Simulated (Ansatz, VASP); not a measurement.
## Two plane-wave programs on AgRh

The input POSCAR:

```
AgRh
1.0
    2.8141396046      0.0000000000      0.0000000000
   -1.4070698023      2.4371163874      0.0000000000
    0.0000000000      0.0000000000      4.8718803355
Ag Rh
1 1
Direct
    0.0000000000      0.0000000000      0.5000000000
    0.6666666667      0.3333333333      0.0000000000
```

File INCAR.step1:

```
SYSTEM = AgRh
  PREC = Accurate
  ENCUT = 520
  ISMEAR = -1
  SIGMA = 0.05
  LREAL = .FALSE.
  LASPH = .TRUE.
  NELM = 80
  NBANDS = 20
  GGA = PE
  ALGO = Normal
  EDIFF = 1E-4
  LWAVE = .TRUE.
  LCHARG = .FALSE.
```

INCAR.step2

```
SYSTEM = AgRh
  PREC = Accurate
  ENCUT = 520
  EDIFF = 1E-6
  ISMEAR = -1
  SIGMA = 0.05
  LREAL = .FALSE.
  LASPH = .TRUE.
  NELM = 80
  ALGO = Normal
  ISIF = 2
  LWAVE = .FALSE.
  LCHARG = .TRUE.
  METAGGA = R2SCAN
  LMIXTAU = .TRUE.
  LELF = .TRUE.
  LVHAR = .TRUE.
  NBANDS = 20
  ISTART = 1
```

KPOINTS

```
Automatic mesh
0
G
  11 11 6
  0 0 0
```

The input input.yaml:

```yaml
crystal:
  lattice:
    - [2.8141396046, 0.0, 0.0]
    - [-1.4070698023, 2.4371163874, 0.0]
    - [0.0, 0.0, 4.8718803355]
  atoms:
    - { symbol: Ag, position: [0.0, 0.0, 0.5] }
    - { symbol: Rh, position: [0.6666666667, 0.3333333333, 0.0] }
hamiltonian:
  xc: r2scan
  pseudopotentials: { kind: paw }
kpoints:
  mp_grid: { grid: [11, 11, 6] }
scf:
  occupations: { method: fermi_dirac, width: 0.05 }
output:
  forces: true
  stress: true
  eigenvalues: true
```

Alike in both runs: task single point; functional r2SCAN; k mesh 11 × 11 × 6; occupations fermi-dirac, width 0.05 eV; no spin polarisation.

```csv
,VASP,Ansatz
version,VASP 6.6.1,Ansatz 0.2.0
potentials or method,"VASP PAW PBE potentials, release 64 (Ag, Rh_pv)",Ansatz PAW
plane-wave cutoff (eV),520,500
valence electrons in the cell,26,36
```

```csv
,VASP,Ansatz,Ansatz less VASP
gap on the k mesh at the Fermi level (eV),none,none,-
pressure (GPa),-11.0,-11.4,-0.37
"traceless stress, the component that is largest in VASP (GPa)",0.58,0.67,+0.091
```

VASP's potentials were made for PBE, not for r2SCAN. A gap of «none» marks a metal or a gap that the smearing closes. With one functional, cell and mesh, what is left measures potentials, basis and numerics. VASP's potentials hold 26 valence electrons a cell and Ansatz's 36, so a difference there can come from the potentials and not from the codes.
